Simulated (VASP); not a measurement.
Crystal: ZrS2.

```
Zr S
1.0
     3.69138    0.00000    0.00000
    -1.84569    3.19683    0.00000
     0.00000    0.00000    6.04108
Zr S
1 2
Direct
  0.00000 0.00000 0.00000
  0.66667 0.33333 0.76209
  0.33333 0.66667 0.23791
```

Program: VASP 6.6.1. Alike in all runs: task single point; cell as given; cutoff (eV) 500; smearing gaussian 0.1 eV. Hardware: 1 thread of AMD EPYC 9R14 (shared host).

Q: Order these runs on this cell by their wall time, lowest first.
A. level LDA; potentials or basis VASP PAW LDA potentials, release 64 (Zr_sv, S); spin off; k mesh 2 × 2 × 1
B. level PBE; potentials or basis VASP PAW PBE potentials, release 64 (Zr_sv, S); spin off; k mesh 3 × 3 × 1, shifted
C. level PBE+D3(BJ)+U; potentials or basis VASP PAW PBE potentials, release 64 (Zr_sv, S); spin off; U Zr d U = 3.1 eV; k mesh 3 × 3 × 2
D. level PBE; potentials or basis VASP PAW PBE potentials, release 64 (Zr_sv, S); spin collinear, ferromagnetic start; k mesh 3 × 3 × 2

A: A (4.4 s), C (10 s), D (24 s), B (54 s).

Caveats: all runs use coarse meshes; three body term missing (some runs).
